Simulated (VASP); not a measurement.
# Al3Sb2P (P4/mmm) in VASP: further runs, part 3 of 3

VASP 6.6.1. The steps go on from the part before.

## Step 5: Relaxation of cell and atoms, PBE

INCAR reads:

```
PREC     = Accurate       # precision mode
ENCUT    = 600            # plane-wave cutoff, eV
EDIFF    = 1E-6           # SCF threshold, eV
ISMEAR   = 0              # smearing method
SIGMA    = 0.1            # smearing width, eV
LREAL    = F              # projectors in reciprocal space
LASPH    = T              # aspherical terms in the spheres
NELM     = 100            # most SCF steps
ALGO     = Normal         # electronic algorithm
ISIF     = 3              # what is computed and relaxed
LWAVE    = F              # write WAVECAR
LCHARG   = F              # write CHGCAR
GGA      = PE             # functional
IBRION   = 2              # ionic algorithm
NSW      = 90             # ionic steps
EDIFFG   = -0.04          # ionic threshold
```

KPOINTS reads:

```
Automatic mesh
0
Gamma
  6 6 2
```

POSCAR reads:

```
Al3Sb2P
1.0
    3.4180992200      0.0000000000      0.0000000000
    0.0000000000      3.4180992200      0.0000000000
    0.0000000000      0.0000000000     10.2191193900
Al Sb P
3 2 1
Direct
    0.5000000000      0.5000000000      0.1837450000
    0.5000000000      0.5000000000      0.5000000000
    0.5000000000      0.5000000000      0.8162550000
    0.0000000000      0.0000000000      0.3342649900
    0.0000000000      0.0000000000      0.6657350100
    0.0000000000      0.0000000000      0.0000000000
```

Potentials or basis: VASP PAW PBE potentials, release 64 (Al, Sb, P).

On the command line:

```sh
$ cat potpaw_PBE.64/Al/POTCAR potpaw_PBE.64/Sb/POTCAR potpaw_PBE.64/P/POTCAR > POTCAR
$ mpirun -np 1 vasp_std > vasp.out
```

OUTCAR:

```text
PREC = Accurate
   ENCUT = 600
   EDIFF = 1E-6
   ISMEAR = 0
   LREAL = F
   LASPH = T
   NELM = 100
   ISIF = 3
   GGA = PE
   IBRION = 2
   NSW = 90
   EDIFFG = -0.04

 ion  position               nearest neighbor table
   1  0.500  0.500  0.184-   4 2.86   4 2.86   4 2.86   4 2.86   6 3.06   6 3.06   6 3.06   6 3.06
                             2 3.23
   2  0.500  0.500  0.500-   4 2.95   5 2.95   4 2.95   5 2.95   4 2.95   5 2.95   4 2.95   5 2.95
                             1 3.23   3 3.23
   3  0.500  0.500  0.816-   5 2.86   5 2.86   5 2.86   5 2.86   6 3.06   6 3.06   6 3.06   6 3.06
                             2 3.23
   4  0.000  0.000  0.334-   1 2.86   1 2.86   1 2.86   1 2.86   2 2.95   2 2.95   2 2.95   2 2.95
                             5 3.39
   5  0.000  0.000  0.666-   3 2.86   3 2.86   3 2.86   3 2.86   2 2.95   2 2.95   2 2.95   2 2.95
                             4 3.39
   6  0.000  0.000  0.000-   1 3.06   3 3.06   1 3.06   3 3.06   1 3.06   3 3.06   1 3.06   3 3.06

  LATTYP: Found a simple tetragonal cell.
 ALAT       =     3.4180992200
 C/A-ratio  =     2.9897082361

  Lattice vectors:

 A1 = (   3.4180992200,   0.0000000000,   0.0000000000)
 A2 = (   0.0000000000,   3.4180992200,   0.0000000000)
 A3 = (   0.0000000000,   0.0000000000,  10.2191193900)

Analysis of symmetry for initial positions (statically):
=====================================================================
 Subroutine PRICEL returns:
 Original cell was already a primitive cell.

 Routine SETGRP: Setting up the symmetry group for a
 simple tetragonal supercell.

 Subroutine GETGRP returns: Found 16 space group operations
 (whereof 16 operations were pure point group operations)
 out of a pool of 16 trial point group operations.

The static configuration has the point symmetry D_4h.

Analysis of symmetry for dynamics (positions and initial velocities):
=====================================================================
 Subroutine PRICEL returns:
 Original cell was already a primitive cell.

 Routine SETGRP: Setting up the symmetry group for a
 simple tetragonal supercell.

 Subroutine GETGRP returns: Found 16 space group operations
 (whereof 16 operations were pure point group operations)
 out of a pool of 16 trial point group operations.

The dynamic configuration has the point symmetry D_4h.

 Subroutine INISYM returns: Found 16 space group operations
 (whereof 16 operations are pure point group operations),
 and found     1 'primitive' translations

----------------------------------------------------------------------------------------

                                     Primitive cell

  volume of cell :     119.3941

  direct lattice vectors                    reciprocal lattice vectors
     3.418099220  0.000000000  0.000000000     0.292560261  0.000000000  0.000000000
     0.000000000  3.418099220  0.000000000     0.000000000  0.292560261  0.000000000
     0.000000000  0.000000000 10.219119390     0.000000000  0.000000000  0.097855790

  length of vectors
     3.418099220  3.418099220 10.219119390     0.292560261  0.292560261  0.097855790

  position of ions in fractional coordinates (direct lattice)
     0.500000000  0.500000000  0.183745000
     0.500000000  0.500000000  0.500000000
     0.500000000  0.500000000  0.816255000
     0.000000000  0.000000000  0.334264990
[... 70 lines left out ...]
   ISTART =      0    job   : 0-new  1-cont  2-samecut
   ICHARG =      2    charge: 1-file 2-atom 10-const
   ISPIN  =      1    spin polarized calculation?
   LNONCOLLINEAR =      F non collinear calculations
   LSORBIT =      F    spin-orbit coupling
   LASPH  =      T    aspherical Exc in radial PAW
   ENCUT  =  600.0 eV  44.10 Ry    6.64 a.u.   6.83  6.83 20.41*2*pi/ulx,y,z
   NELM   =    100;   NELMIN=  2; NELMDL= -5     # of ELM steps
   EDIFF  = 0.1E-05   stopping-criterion for ELM
   LREAL  =      F    real-space projection
   EDIFFG = -.4E-01   stopping-criterion for IOM
   NSW    =     90    number of steps for IOM
   IBRION =      2    ionic relax: 0-MD 1-quasi-New 2-CG
   NFREE  =      1    steps in history (QN), initial steepest desc. (CG)
   ISIF   =      3    stress and relaxation
   ISYM   =      2    0-nonsym 1-usesym 2-fastsym
   POTIM  = 0.5000    time-step for ionic-motion
   TEBEG  =    0.0;   TEEND  =   0.0 temperature during run
   PSTRESS=    0.0 pullay stress
   NELECT =      24.0000    total number of electrons
   NUPDOWN=      -1.0000    fix difference up-down
   EMIN   =  10.00;   EMAX   =-10.00  energy-range for DOS
   EFERMI =   0.00;   METHOD = LEGACY
   ISMEAR =     0;   SIGMA  =   0.10  broadening in eV -4-tet -1-fermi 0-gaus
   EFERMI_NEDOS =   21; number of points for ismear=-14 and -15
   IALGO  =     38    algorithm
   IMIX   =      4    mixing-type and parameters
     AMIX     =   0.40;   BMIX     =  1.00
     AMIX_MAG =   1.60;   BMIX_MAG =  1.00
  volume/ion in A,a.u.               =      19.90       134.29
  Fermi-wavevector in a.u.,A,eV,Ry     =   0.958998  1.812243 12.512964  0.919677
  Thomas-Fermi vector in A             =   2.088155
   LORBIT       =      0    0 simple, 1 ext, 2 COOP (PROOUT), +10 PAW based schemes
   GGA     = PE    functional components
   LHFCALC =     F    Hartree Fock is set to
   AEXX    =    0.0000 exact exchange contribution
   IVDW    =     0    specifies the selected vdW correction
   LEPSILON=     F    determine dielectric tensor
   LRPA    =     F    only Hartree local field effects (RPA)
 conjugate gradient relaxation of ions
 non-spin polarized calculation
 Gauss-broadening in eV      SIGMA  =   0.10
  energy-cutoff  :      600.00
  volume of cell :      119.39
 maximum number of plane-waves:      4012
 NGX is ok and might be reduce to    28
   NGX = 13   NGY = 13   NGZ = 41

--------------------------------------- Ionic step        1  -------------------------------------------

 number of electron      23.9999999 magnetization

 Free energy of the ion-electron system (eV)
  ---------------------------------------------------
  ext. energy  EPLUGINS =         0.00000000
  ---------------------------------------------------
  free energy    TOTEN  =       -22.57449310 eV

  energy without entropy =      -22.54747063  energy(sigma->0) =      -22.56098186

------------------------ aborting loop because EDIFF is reached ----------------------------------------

  FORCE on cell =-STRESS in cart. coord.  units (eV):
  Direction    XX          YY          ZZ          XY          YZ          ZX
  --------------------------------------------------------------------------------------
  -------------------------------------------------------------------------------------
  Total        2.8391395      2.8391395      1.7732505      0.0000000      0.0000000     -0.0000000
  in kB       38.0990818     38.0990818     23.7956661      0.0000000      0.0000000     -0.0000000
  external PRESSURE =      33.3312766 kB  Pullay stress =       0.0000000 kB
[... 67 lines left out ...]
--------------------------------------- Ionic step        3  -------------------------------------------

 number of electron      23.9999998 magnetization

 E-fermi :   7.1317     XC(G=0):  -9.9534

 val. band max:        7.0610408689   @ k =   0.3333   0.3333   0.5000
 cond. band min:       7.1322453289   @ k =   0.5000   0.3333   0.0000
 fundamental gap:      0.0712044600
 Fermi energy:         7.1316539050

 k-point     1 :       0.0000    0.0000    0.0000
  band No.  band energies     occupation
      1      -5.0629      2.00000
      2      -3.9585      2.00000
      3      -3.5564      2.00000
      4       0.8934      2.00000
      5       1.5606      2.00000
      6       6.2901      2.00000
[... 402 lines left out ...]
  FREE ENERGIE OF THE ION-ELECTRON SYSTEM (eV)
  ---------------------------------------------------
  free  energy   TOTEN  =       -22.9050993645 eV

  energy  without entropy=      -22.8781440502  energy(sigma->0) =      -22.89162171

[... ionic steps 4 to 14 ...]

--------------------------------------- Ionic step       15  -------------------------------------------

 number of electron      24.0000000 magnetization

------------------------ aborting loop because EDIFF is reached ----------------------------------------
[... 75 lines left out ...]
--------------------------------------- Ionic step       17  -------------------------------------------

 number of electron      24.0000000 magnetization

 Free energy of the ion-electron system (eV)
  ---------------------------------------------------
  ext. energy  EPLUGINS =         0.00000000
  ---------------------------------------------------
  free energy    TOTEN  =       -23.92215627 eV

  energy without entropy =      -23.90952329  energy(sigma->0) =      -23.91583978

 E-fermi :   8.2893     XC(G=0): -10.3180

 val. band max:        8.2403176514   @ k =   0.3333   0.0000   0.0000
 cond. band min:       8.3160415062   @ k =   0.3333   0.1667   0.0000
 fundamental gap:      0.0757238548
 Fermi energy:         8.2892829360

 k-point     1 :       0.0000    0.0000    0.0000
  band No.  band energies     occupation
      1      -4.7337      2.00000
      2      -3.5863      2.00000
      3      -3.2839      2.00000
      4       1.5291      2.00000
      5       1.5878      2.00000
      6       6.8242      2.00000
[... 402 lines left out ...]
  FREE ENERGIE OF THE ION-ELECTRON SYSTEM (eV)
  ---------------------------------------------------
  free  energy   TOTEN  =       -23.9221562724 eV

  energy  without entropy=      -23.9095232901  energy(sigma->0) =      -23.91583978

 reached required accuracy - stopping structural energy minimisation
```

Run time: 4.6 min. Hardware: 1 thread of Intel Xeon Platinum 8488C (Sapphire Rapids), shared host; peak memory 0.28 GiB.

Results:

| Property | Result |
| --- | --- |
| Free energy | -23.9222 eV |
| Relaxed volume | 19.92 Å³/atom |
| Relaxed cell | a = 3.340 Å, b = 3.340 Å, c = 10.717 Å, α = 90.00°, β = 90.00°, γ = 90.00° |
| Space group after relaxing (to 0.05 Å) | P4/mmm (No. 123) |
| Energy gained by relaxing | 224.6 meV/atom |
| Ionic steps | 17 |
| Pressure after relaxing | -0.2 GPa |
| Largest force after relaxing | 0.008 eV/Å |

Forces in eV/Å, atoms in the order of the input:
```
Al   0.000  0.000  0.006
Al   0.000  0.000  0.000
Al   0.000  0.000 -0.006
Sb   0.000  0.000 -0.008
Sb   0.000  0.000  0.008
P    0.000  0.000  0.000
```

The path:
| step | energy change (eV) | largest force (eV/Å) | pressure (GPa) | volume (Å³) |
| --- | --- | --- | --- | --- |
| 1 | 0.0000 | 1.7258 | 3.33 | 119.39 |
| 2 | -0.2851 | 1.2693 | -1.59 | 126.69 |
| 3 | -0.3306 | 1.0966 | -3.62 | 131.18 |
| 4 | -0.6003 | 1.0137 | -3.06 | 128.11 |
| 5 | -1.0181 | 0.4673 | 1.14 | 119.12 |
| 6 | -1.0226 | 0.4390 | -0.55 | 121.52 |
| 7 | -1.0382 | 0.4217 | 0.14 | 120.42 |
| 8 | -1.1560 | 0.3657 | 0.46 | 119.62 |
| 9 | -1.2415 | 1.1392 | 2.54 | 116.72 |
| 10 | -1.2869 | 0.5970 | 1.34 | 118.01 |
| 11 | -1.3182 | 0.1116 | -1.52 | 122.35 |
| 12 | -1.3403 | 0.1184 | -0.67 | 120.69 |
| 13 | -1.3432 | 0.0609 | 0.36 | 118.78 |
| 14 | -1.3446 | 0.0836 | -0.03 | 119.46 |
| 15 | -1.3466 | 0.0577 | 0.16 | 119.07 |
| 16 | -1.3468 | 0.0492 | 0.25 | 118.90 |
| 17 | -1.3477 | 0.0084 | -0.17 | 119.54 |

Final structure:
```xyz
6
Lattice="3.3399 0.0000 0.0000 0.0000 3.3399 0.0000 0.0000 0.0000 10.7166" Properties=species:S:1:pos:R:3 pbc="T T T"
Al    1.6699    1.6699    1.3480
Al    1.6699    1.6699    5.3583
Al    1.6699    1.6699    9.3686
Sb    0.0000    0.0000    3.4357
Sb    3.3399    3.3399    7.2809
P     0.0000    0.0000    0.0000
```

Caveat: the bands computed are all filled at some k points, so no gap is given; spin-orbit coupling is left out, which moves the levels of the heavy elements.

## Step 6: Summary

```tsv
task	cell	k mesh	cutoff (eV)	gap on the mesh (eV)	pressure (GPa)	largest force (eV/Å)
single point	a = 3.418, b = 3.418, c = 10.219 Å, 6 atoms	6 × 6 × 2	520	none	3.3	1.73
single point	a = 3.340, b = 3.340, c = 10.670 Å, 6 atoms	6 × 6 × 2	520	none	0.1	-
single point	a = 3.302, b = 3.302, c = 11.096 Å, 6 atoms	12 × 12 × 4	520	none	0.0	0.01
relaxation of cell and atoms	relaxed from a = 3.418, b = 3.418, c = 10.219 Å, 6 atoms	6 × 6 × 2	600	-	-0.2	0.01
```

Alike in all rows: level PBE; potentials or basis VASP PAW PBE potentials, release 64 (Al, Sb, P); no spin polarisation; smearing gaussian 0.1 eV.

Caveats: spin-orbit coupling is left out, which moves the levels of the heavy elements; forces of over 1 eV/Å act on the atoms, so gaps and moduli don't describe the material at rest (some runs); the bands computed are all filled at some k points, so no gap is given (some runs).

Absolute energies hang on the potentials; compare differences alone.
